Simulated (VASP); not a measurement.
Set up this calculation in VASP 6.6.1, as the native input.

| Property | Result |
| --- | --- |
| Task | single point |
| Functional | r2SCAN |
| Potentials or basis | VASP PAW PBE potentials, release 64 (W_sv, S) |
| Cutoff | 520 eV |
| k mesh | 10 × 10 × 10 |
| Occupations | fermi-dirac, width 0.05 eV |
| Spin | no spin polarisation |
| Dipole correction | no |
| Further INCAR settings | ALGO = Normal; EDIFF = 1e-06; NBANDS = 20 |

The system is WS2 (Tungstenite).

```xyz
3
Lattice="1.5790 0.9116 6.1633 -1.5790 0.9116 6.1633 0.0000 -1.8233 6.1633" Properties=species:S:1:pos:R:3 pbc="T T T"
W     0.0000    0.0000    0.0000
S     0.0000    0.0000   10.7427
S     0.0000    0.0000   13.8730
```

These files were run (other wordings do the same):

POSCAR

```
WS2
1.0
    1.5790000000      0.9116360751      6.1633333333
   -1.5790000000      0.9116360751      6.1633333333
    0.0000000000     -1.8232721501      6.1633333333
W S
1 2
Direct
    0.0000000000      0.0000000000      0.0000000000
    0.5810000000      0.5810000000      0.5810000000
    0.7503000000      0.7503000000      0.7503000000
```

INCAR.step1

```
  PREC = Accurate
  ENCUT = 520
  ISMEAR = -1
  SIGMA = 0.05
  LREAL = F
  LASPH = T
  NELM = 60
  NBANDS = 20
  GGA = PE
  ALGO = Normal
  EDIFF = 1E-4
  LWAVE = T
  LCHARG = F
```

INCAR.step2

```
  PREC = Accurate
  ENCUT = 520
  EDIFF = 1E-6
  ISMEAR = -1
  SIGMA = 0.05
  LREAL = F
  LASPH = T
  NELM = 60
  ALGO = Normal
  ISIF = 2
  LWAVE = F
  LCHARG = F
  METAGGA = R2SCAN
  LMIXTAU = T
  NBANDS = 20
  ISTART = 1
```

KPOINTS

```
Automatic mesh
0
Gamma
  10 10 10
```

Potentials or basis: VASP PAW PBE potentials, release 64 (W_sv, S).

The run is started by

```sh
$ cat potpaw_PBE.64/W_sv/POTCAR potpaw_PBE.64/S/POTCAR > POTCAR
$ cp INCAR.step1 INCAR
$ mpirun -np 1 vasp_std > vasp.out
$ cp INCAR.step2 INCAR
$ mpirun -np 1 vasp_std > vasp.out
```

It gave:

```yaml
Pressure: 2.8 GPa
Largest_force: 0.621 eV/Å
Band_gap_on_the_k_mesh: 1.19 eV, indirect (least direct gap 2.37 eV)
```

Caveat: the PAW data sets were made with another functional, which shifts forces and pressure a little; spin-orbit coupling is left out, which moves the levels of the heavy elements.

It took 15 min on 1 thread of Intel(R) Xeon(R) Platinum 8259CL CPU @ 2.50GHz (Skylake/Cascade Lake) (shared host), peak memory 0.43 GiB.
